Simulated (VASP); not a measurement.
# Te2Mo (P3m1) in VASP: single point with r2SCAN

Aim: the single point of Te2Mo with r2SCAN.

Program: VASP 6.6.1. These are calculated values, not measurements. Logs are shortened: lines on timing, memory, paths and dates and some standing lists are left out, and cuts for length are marked.

### Step 1. The cell of the first run

Symmetry: P3m1, No. 156, trigonal system. Conventional cell: a = 3.564 Å, b = 3.564 Å, c = 14.720 Å, α = 90.00°, β = 90.00°, γ = 120.00°. Within 3.8 Å of Te (site symmetry 3m) lie 3 Mo at 2.86 Å and 7 Te at 3.56 to 3.58 Å. Te (site symmetry 3m) has 3 Mo at 2.73 Å and 7 Te at 3.56 to 3.58 Å within 3.6 Å. Within 3.4 Å of Te (site symmetry 3m) lie 3 Mo at 2.60 Å. Within 3.6 Å of Te (site symmetry 3m) lie 3 Mo at 2.73 Å and 7 Te at 3.56 to 3.58 Å. Within 3.6 Å of Mo (site symmetry 3m) lie 6 Te at 2.73 Å and 6 Mo at 3.56 Å. Within 3.4 Å of Mo (site symmetry 3m) lie 6 Te at 2.60 to 2.86 Å.

### Step 2. Single point, r2SCAN, collinear spin, ferromagnetic start (atom 6 (Mo) moved 0.2 Å along z)

File POSCAR:

```
Te2Mo
1.0
    3.5636797614      0.0000000000      0.0000000000
   -1.7818398807      3.0862372043      0.0000000000
    0.0000000000      0.0000000000     14.7197071926
Te Mo
4 2
Direct
    0.3333333333      0.6666666667      0.6284395073
    0.6666666667      0.3333333333      0.1284395073
    0.3333333333      0.6666666667      0.8715604927
    0.6666666667      0.3333333333      0.3715604927
    0.3333333333      0.6666666667      0.2500000000
    0.6666666667      0.3333333333      0.7635872268
```

File INCAR.step1:

```
PREC     = Accurate       # precision mode
ENCUT    = 520            # plane-wave cutoff, eV
ISMEAR   = 0              # smearing method
SIGMA    = 0.05           # smearing width, eV
LREAL    = F              # projectors in reciprocal space
LASPH    = T              # aspherical terms in the spheres
NELM     = 150            # most SCF steps
ISPIN    = 2              # spin polarisation
MAGMOM   = 0 0 0 0 0.05 0.05 # initial moments
LMAXMIX  = 4              # l up to which the mixer works
NBANDS   = 39             # bands
GGA      = PE             # functional
ALGO     = Normal         # electronic algorithm
EDIFF    = 1E-4           # SCF threshold, eV
LWAVE    = T              # write WAVECAR
LCHARG   = F              # write CHGCAR
```

File INCAR.step2:

```
PREC     = Accurate       # precision mode
ENCUT    = 520            # plane-wave cutoff, eV
EDIFF    = 1E-6           # SCF threshold, eV
ISMEAR   = 0              # smearing method
SIGMA    = 0.05           # smearing width, eV
LREAL    = F              # projectors in reciprocal space
LASPH    = T              # aspherical terms in the spheres
NELM     = 150            # most SCF steps
ALGO     = Normal         # electronic algorithm
ISIF     = 2              # what is computed and relaxed
LWAVE    = F              # write WAVECAR
LCHARG   = F              # write CHGCAR
ISPIN    = 2              # spin polarisation
MAGMOM   = 0 0 0 0 0.05 0.05 # initial moments
LORBIT   = 11             # projections on sites
LMAXMIX  = 4              # l up to which the mixer works
METAGGA  = R2SCAN         # meta-GGA
LMIXTAU  = T            
NBANDS   = 39             # bands
ISTART   = 1
```

File KPOINTS:

```
Automatic mesh
0
Gamma
  8 8 2
```

Potentials or basis: VASP PAW PBE potentials, release 64 (Te, Mo_sv).

Started as:

```sh
cat potpaw_PBE.64/Te/POTCAR potpaw_PBE.64/Mo_sv/POTCAR > POTCAR
cp INCAR.step1 INCAR
mpirun -np 1 vasp_std > vasp.out
cp INCAR.step2 INCAR
mpirun -np 1 vasp_std > vasp.out
```

OUTCAR:

```text
PREC = Accurate
   ENCUT = 520
   EDIFF = 1E-6
   ISMEAR = 0
   LREAL = F
   LASPH = T
   NELM = 150
   ISIF = 2
   ISPIN = 2
   LORBIT = 11
   METAGGA = R2SCAN
   ISTART = 1

 ion  position               nearest neighbor table
   1  0.333  0.667  0.628-   6 2.86   6 2.86   6 2.86   3 3.58
   2  0.667  0.333  0.128-   5 2.73   5 2.73   5 2.73   4 3.58
   3  0.333  0.667  0.872-   6 2.60   6 2.60   6 2.60   1 3.58
   4  0.667  0.333  0.372-   5 2.73   5 2.73   5 2.73   2 3.58
   5  0.333  0.667  0.250-   2 2.73   4 2.73   2 2.73   4 2.73   2 2.73   4 2.73
   6  0.667  0.333  0.764-   3 2.60   3 2.60   3 2.60   1 2.86   1 2.86   1 2.86

  LATTYP: Found a hexagonal cell.
 ALAT       =     3.5636797614
 C/A-ratio  =     4.1304797788

  Lattice vectors:

 A1 = (   3.5636797614,   0.0000000000,   0.0000000000)
 A2 = (  -1.7818398807,   3.0862372043,   0.0000000000)
 A3 = (   0.0000000000,   0.0000000000,  14.7197071926)

Analysis of symmetry for initial positions (statically):
=====================================================================
 Subroutine PRICEL returns:
 Original cell was already a primitive cell.

 Routine SETGRP: Setting up the symmetry group for a
 hexagonal supercell.

 Subroutine GETGRP returns: Found  6 space group operations
 (whereof  6 operations were pure point group operations)
 out of a pool of 24 trial point group operations.

The static configuration has the point symmetry C_3v.

Analysis of symmetry for dynamics (positions and initial velocities):
=====================================================================
 Subroutine PRICEL returns:
 Original cell was already a primitive cell.

 Routine SETGRP: Setting up the symmetry group for a
 hexagonal supercell.

 Subroutine GETGRP returns: Found  6 space group operations
 (whereof  6 operations were pure point group operations)
 out of a pool of 24 trial point group operations.

The dynamic configuration has the point symmetry C_3v.

Analysis of structural, dynamic, and magnetic symmetry:
=====================================================================
 Subroutine PRICEL returns:
 Original cell was already a primitive cell.

 Routine SETGRP: Setting up the symmetry group for a
 hexagonal supercell.

 Subroutine GETGRP returns: Found  6 space group operations
 (whereof  6 operations were pure point group operations)
 out of a pool of 24 trial point group operations.

The overall configuration has the point symmetry C_3v.

 Subroutine INISYM returns: Found  6 space group operations
 (whereof  6 operations are pure point group operations),
 and found     1 'primitive' translations

----------------------------------------------------------------------------------------

                                     Primitive cell

  volume of cell :     161.8927

  direct lattice vectors                    reciprocal lattice vectors
     3.563679761  0.000000000  0.000000000     0.280608828  0.162009582  0.000000000
    -1.781839881  3.086237204  0.000000000     0.000000000  0.324019164  0.000000000
     0.000000000  0.000000000 14.719707193     0.000000000  0.000000000  0.067936134

  length of vectors
     3.563679761  3.563679761 14.719707193     0.324019164  0.324019164  0.067936134

  position of ions in fractional coordinates (direct lattice)
     0.333333333  0.666666667  0.628439507
     0.666666667  0.333333333  0.128439507
     0.333333333  0.666666667  0.871560493
     0.666666667  0.333333333  0.371560493
     0.333333333  0.666666667  0.250000000
     0.666666667  0.333333333  0.763587227

  ion indices of the primitive-cell ions
   primitive index   ion index
                 1           1
                 2           2
                 3           3
                 4           4
                 5           5
                 6           6

----------------------------------------------------------------------------------------

 KPOINTS: Automatic mesh

Automatic generation of k-mesh.
 Grid dimensions read from file:
 generate k-points for:    8    8    2

 Generating k-lattice:

  Cartesian coordinates                     Fractional coordinates (reciprocal lattice)
     0.035076103  0.020251198  0.000000000     0.125000000 -0.000000000  0.000000000
     0.000000000  0.040502396  0.000000000     0.000000000  0.125000000  0.000000000
     0.000000000  0.000000000  0.033968067     0.000000000  0.000000000  0.500000000

  Length of vectors
     0.040502396  0.040502396  0.033968067

  Shift w.r.t. Gamma in fractional coordinates (k-lattice)
     0.000000000  0.000000000  0.000000000

 Subroutine IBZKPT returns following result:
 ===========================================

 Found     20 irreducible k-points:

 Following reciprocal coordinates:
            Coordinates               Weight
  0.000000  0.000000  0.000000      1.000000
  0.125000 -0.000000  0.000000      6.000000
  0.250000 -0.000000  0.000000      6.000000
  0.375000  0.000000  0.000000      6.000000
  0.500000 -0.000000  0.000000      3.000000
  0.125000  0.125000  0.000000      6.000000
[... 12 lines left out ...]
  0.250000  0.250000  0.500000      6.000000
  0.375000  0.250000  0.500000      6.000000
   k-points           NKPTS =     20   k-points in BZ     NKDIM =     20   number of bands    NBANDS=     39
   number of dos      NEDOS =    301   number of ions     NIONS =      6
   total plane-waves  NPLWV =  87808
   dimension x,y,z NGX =    28 NGY =   28 NGZ =  112
   dimension x,y,z NGXF=    56 NGYF=   56 NGZF=  224
   ions per type =               4   2
   NGX,Y,Z   is equivalent  to a cutoff of  13.06, 13.06, 12.65 a.u.
   NGXF,Y,Z  is equivalent  to a cutoff of  26.12, 26.12, 25.30 a.u.
 SYSTEM =  unknown system
   PREC   = accura    normal or accurate (medium, high low for compatibility)
   ISTART =      1    job   : 0-new  1-cont  2-samecut
   ICHARG =      0    charge: 1-file 2-atom 10-const
   ISPIN  =      2    spin polarized calculation?
   LNONCOLLINEAR =      F non collinear calculations
   LSORBIT =      F    spin-orbit coupling
   LASPH  =      T    aspherical Exc in radial PAW
   ENCUT  =  520.0 eV  38.22 Ry    6.18 a.u.   6.63  6.63 27.37*2*pi/ulx,y,z
   NELM   =    150;   NELMIN=  2; NELMDL=  0     # of ELM steps
   EDIFF  = 0.1E-05   stopping-criterion for ELM
   LREAL  =      F    real-space projection
   EDIFFG = 0.1E-04   stopping-criterion for IOM
   NSW    =      0    number of steps for IOM
   IBRION =     -1    ionic relax: 0-MD 1-quasi-New 2-CG
   NFREE  =      0    steps in history (QN), initial steepest desc. (CG)
   ISIF   =      2    stress and relaxation
   ISYM   =      2    0-nonsym 1-usesym 2-fastsym
   POTIM  = 0.5000    time-step for ionic-motion
   TEBEG  =    0.0;   TEEND  =   0.0 temperature during run
   PSTRESS=    0.0 pullay stress
   NELECT =      52.0000    total number of electrons
   NUPDOWN=      -1.0000    fix difference up-down
   EMIN   =  10.00;   EMAX   =-10.00  energy-range for DOS
   EFERMI =   0.00;   METHOD = LEGACY
   ISMEAR =     0;   SIGMA  =   0.05  broadening in eV -4-tet -1-fermi 0-gaus
   EFERMI_NEDOS =   21; number of points for ismear=-14 and -15
   IALGO  =     38    algorithm
   IMIX   =      4    mixing-type and parameters
     AMIX     =   0.40;   BMIX     =  1.00
     AMIX_MAG =   1.60;   BMIX_MAG =  1.00
  volume/ion in A,a.u.               =      26.98       182.08
  Fermi-wavevector in a.u.,A,eV,Ry     =   1.121158  2.118682 17.102465  1.256996
  Thomas-Fermi vector in A             =   2.257810
   LORBIT       =     11    0 simple, 1 ext, 2 COOP (PROOUT), +10 PAW based schemes
   METAGGA = R2SCAN    functional components
   LHFCALC =     F    Hartree Fock is set to
   AEXX    =    0.0000 exact exchange contribution
   IVDW    =     0    specifies the selected vdW correction
   LEPSILON=     F    determine dielectric tensor
   LRPA    =     F    only Hartree local field effects (RPA)
 spin polarized calculation
 Gauss-broadening in eV      SIGMA  =   0.05
  energy-cutoff  :      520.00
  volume of cell :      161.89
 maximum number of plane-waves:      4410
 NGX is ok and might be reduce to    28
   NGX = 13   NGY = 13   NGZ = 55

 number of electron      52.0000002 magnetization      -0.0000000

 Free energy of the ion-electron system (eV)
  ---------------------------------------------------
  ext. energy  EPLUGINS =         0.00000000
  ---------------------------------------------------
  free energy    TOTEN  =      -155.23297250 eV

  energy without entropy =     -155.23297250  energy(sigma->0) =     -155.23297250

 E-fermi :   7.5363     XC(G=0): -10.5230

 val. band max:        7.3124413067   @ k =   0.0000   0.0000   0.5000
 cond. band min:       7.9394119346   @ k =   0.2500   0.1250   0.0000
 fundamental gap:      0.6269706279
 Fermi energy:         7.5362990637

 spin component 1

 k-point     1 :       0.0000    0.0000    0.0000
  band No.  band energies     occupation
      1     -55.7394      1.00000
      2     -55.7154      1.00000
      3     -29.1676      1.00000
      4     -29.1338      1.00000
      5     -29.0878      1.00000
      6     -29.0878      1.00000
[... 30 lines left out ...]
     37      14.1259      0.00000
     38      15.3622      0.00000
[... 777 lines left out ...]
     37      13.2012      0.00000
     38      13.2848      0.00000
 Fermi energy:         7.5362990637

 spin component 2

 k-point     1 :       0.0000    0.0000    0.0000
  band No.  band energies     occupation
      1     -55.7394      1.00000
      2     -55.7154      1.00000
      3     -29.1676      1.00000
      4     -29.1338      1.00000
      5     -29.0878      1.00000
      6     -29.0878      1.00000
[... 30 lines left out ...]
     37      14.1259      0.00000
     38      15.3622      0.00000
[... 777 lines left out ...]
     37      13.2012      0.00000
     38      13.2848      0.00000
 [bands above 38 left out]

------------------------ aborting loop because EDIFF is reached ----------------------------------------

  FORCE on cell =-STRESS in cart. coord.  units (eV):
  Direction    XX          YY          ZZ          XY          YZ          ZX
  --------------------------------------------------------------------------------------
  -------------------------------------------------------------------------------------
  Total        1.1178013      1.1178013      1.2841031      0.0000000      0.0000000      0.0000000
  in kB       11.0623669     11.0623669     12.7081789      0.0000000      0.0000000      0.0000000
  external PRESSURE =      11.6109709 kB  Pullay stress =       0.0000000 kB

 VOLUME and BASIS-vectors are now :
 -----------------------------------------------------------------------------
  energy-cutoff  :      520.00
  volume of cell :      161.89
      direct lattice vectors                 reciprocal lattice vectors
     3.563679761  0.000000000  0.000000000     0.280608828  0.162009582  0.000000000
    -1.781839881  3.086237204  0.000000000     0.000000000  0.324019164  0.000000000
     0.000000000  0.000000000 14.719707193     0.000000000  0.000000000  0.067936134

 POSITION                                       TOTAL-FORCE (eV/Angst)
 -----------------------------------------------------------------------------------
     -0.00000      2.05749      9.25045        -0.000000      0.000000      1.572014
      1.78184      1.02875      1.89059        -0.000000      0.000000     -0.047228
     -0.00000      2.05749     12.82912        -0.000000      0.000000      2.732529
      1.78184      1.02875      5.46926        -0.000000      0.000000      0.014859
     -0.00000      2.05749      3.67993         0.000000     -0.000000      0.049468
      1.78184      1.02875     11.23978         0.000000     -0.000000     -4.321642
 -----------------------------------------------------------------------------------
    total drift:                               -0.000000      0.000000      0.000033

  FREE ENERGIE OF THE ION-ELECTRON SYSTEM (eV)
  ---------------------------------------------------
  free  energy   TOTEN  =      -155.2329725041 eV

  energy  without entropy=     -155.2329725041  energy(sigma->0) =     -155.23297250

 total charge

# of ion       s       p       d       tot
------------------------------------------
    1        1.397   1.948   0.046   3.392
    2        1.392   2.011   0.062   3.465
    3        1.386   2.088   0.086   3.560
    4        1.389   2.017   0.062   3.468
    5        2.246   6.146   3.938  12.329
    6        2.255   6.148   3.974  12.377
--------------------------------------------------
tot         10.066  20.358   8.168  38.592

 magnetization (x)

# of ion       s       p       d       tot
------------------------------------------
    1       -0.000   0.000   0.000   0.000
    2       -0.000   0.000   0.000   0.000
    3       -0.000   0.000   0.000   0.000
    4       -0.000   0.000   0.000   0.000
    5       -0.000   0.000  -0.000  -0.000
    6       -0.000   0.000  -0.000  -0.000
--------------------------------------------------
tot         -0.000   0.000  -0.000  -0.000
```

It took 8.3 min on 1 thread of AMD EPYC 9R45 (Zen 5), shared host; peak memory 0.46 GiB.

Results:

| Quantity | Value |
| --- | --- |
| Free energy | -155.2330 eV |
| Pressure | 1.2 GPa |
| Largest force | 4.322 eV/Å |
| Band gap on the k mesh | 0.63 eV, indirect (least direct gap 1.16 eV) |
| Net moment | 0.00 μB per cell |
| Valence electrons inside the program's atomic spheres | Te 3.39, 3.46, 3.56, 3.47; Mo 12.33, 12.38 |

Forces in eV/Å, atoms in the order of the input:
```
Te   0.000  0.000  1.572
Te   0.000  0.000 -0.047
Te   0.000  0.000  2.733
Te   0.000  0.000  0.015
Mo   0.000  0.000  0.049
Mo   0.000  0.000 -4.322
```

Stress tensor (GPa, compression positive):
```
1.11 0.00 0.00
0.00 1.11 0.00
0.00 0.00 1.27
```

Caveat: the cell differs from its parent crystal (atom 6 (Mo) moved 0.2 Å along z); the PAW data sets were made with another functional, which shifts forces and pressure a little; spin-orbit coupling is left out, which moves the levels of the heavy elements. A k mesh can miss the band edges.
